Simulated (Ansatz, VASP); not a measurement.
## HfO2: VASP beside Ansatz

```xyz
6
Lattice="4.8135 0.0000 0.0000 0.0000 4.8135 0.0000 0.0000 0.0000 3.2054" Properties=species:S:1:pos:R:3 pbc="T T T"
Hf    0.0000    0.0000    0.0000
Hf    2.4068    2.4068    1.6027
O     0.9384    3.8751    1.6027
O     1.4683    1.4683    0.0000
O     3.3452    3.3452    0.0000
O     3.8751    0.9384    1.6027
```

Alike in both runs: task single point; functional PBEsol; k mesh 6 × 6 × 10; no spin polarisation.

|  | VASP | Ansatz |
| --- | --- | --- |
| version | VASP 6.6.1 | Ansatz 0.2.0 |
| potentials or method | VASP PAW PBE potentials, release 64 (Hf_pv, O) | plane waves, PAW |
| plane-wave cutoff (eV) | 520 | 420 |
| occupations | gaussian, width 0.01 eV | fixed |
| valence electrons in the cell | 44 | 76 |

Ansatz gave:

```
pressure (GPa)                                                : 1.8
traceless stress, the component that is largest in VASP (GPa) : -0.06
```

Q: Which values does VASP return?

A: Pressure (GPa): -0.9; traceless stress, the component that is largest in VASP (GPa): -0.50.

VASP's potentials were made for PBE, not for PBEsol. VASP's potentials hold 44 valence electrons a cell and Ansatz's 76, so a difference there can come from the potentials and not from the codes.

Spin-orbit coupling is off throughout.
